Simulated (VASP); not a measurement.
Write the native input for VASP 6.6.1 that does the following.

```yaml
Task: single point
Functional: r2SCANh
Potentials_or_basis: VASP PAW PBE potentials, release 64 (Au)
Cutoff: 440 eV
k_mesh: 6 × 6 × 6
Occupations: fermi-dirac, width 0.05 eV
Spin: no spin polarisation
Dipole_correction: no
Grid_for_exact_exchange_PRECFOCK: Normal
Further_INCAR_settings: ALGO = Normal; EDIFF = 1e-06; NBANDS = 12
Share_of_exact_exchange: 0.1
```

Au:

```xyz
1
Lattice="0.0000 2.0485 2.0485 2.0485 0.0000 2.0485 2.0485 2.0485 0.0000" Properties=species:S:1:pos:R:3 pbc="T T T"
Au    0.0000    0.0000    0.0000
```

These files were run (other wordings do the same):

POSCAR

```
Au
1.0
    0.0000000000      2.0484772140      2.0484772140
    2.0484772140      0.0000000000      2.0484772140
    2.0484772140      2.0484772140      0.0000000000
Au
1
Direct
    0.0000000000      0.0000000000      0.0000000000
```

INCAR.step1

```
SYSTEM = Au
PREC     = Accurate       ! precision mode
ENCUT    = 440            ! plane-wave cutoff, eV
EDIFF    = 1E-5           ! SCF threshold, eV
ISMEAR   = -1             ! smearing method
SIGMA    = 0.05           ! smearing width, eV
LREAL    = .FALSE.        ! projectors in reciprocal space
LASPH    = .TRUE.         ! aspherical terms in the spheres
NELM     = 120            ! most SCF steps
ALGO     = Normal         ! electronic algorithm
ISIF     = 2              ! what is computed and relaxed
LWAVE    = .TRUE.         ! write WAVECAR
LCHARG   = .FALSE.        ! write CHGCAR
NBANDS   = 12             ! bands
GGA      = PE             ! functional
GGA_COMPAT= .FALSE.
```

INCAR.step2

```
SYSTEM = Au
PREC     = Accurate       ! precision mode
ENCUT    = 440            ! plane-wave cutoff, eV
EDIFF    = 1E-6           ! SCF threshold, eV
ISMEAR   = -1             ! smearing method
SIGMA    = 0.05           ! smearing width, eV
LREAL    = .FALSE.        ! projectors in reciprocal space
LASPH    = .TRUE.         ! aspherical terms in the spheres
NELM     = 120            ! most SCF steps
ALGO     = Normal         ! electronic algorithm
ISIF     = 2              ! what is computed and relaxed
LWAVE    = .FALSE.        ! write WAVECAR
LCHARG   = .FALSE.        ! write CHGCAR
METAGGA  = R2SCAN         ! meta-GGA
LHFCALC  = .TRUE.         ! exact exchange
AEXX     = 0.1            ! exact-exchange fraction
LMIXTAU  = .TRUE.       
PRECFOCK = Normal       
NBANDS   = 12             ! bands
ISTART   = 1            
GGA_COMPAT= .FALSE.
```

KPOINTS

```
Automatic mesh
0
G
  6 6 6
  0 0 0
```

Potentials or basis: VASP PAW PBE potentials, release 64 (Au).

Run with:

```sh
$ cat potpaw_PBE.64/Au/POTCAR > POTCAR
$ cp INCAR.step1 INCAR
$ mpirun -np 1 vasp_std > vasp.out
$ cp INCAR.step2 INCAR
$ mpirun -np 1 vasp_std > vasp.out
```

Results of the run:

The pressure is 4.2 GPa. The band gap on the k mesh is zero (an odd number of electrons rules out a gap without spin polarisation).

Caveat: the k points lie up to 0.44 Å⁻¹ apart, too coarse for converged energies and pressures of a metal; the PAW data sets were made with another functional, which shifts forces and pressure a little; spin-orbit coupling is left out, which moves the levels of the heavy elements.

Run time: 5.1 min on 1 thread of Intel(R) Xeon(R) Platinum 8259CL CPU @ 2.50GHz (Skylake/Cascade Lake) (shared host), peak memory 0.14 GiB.
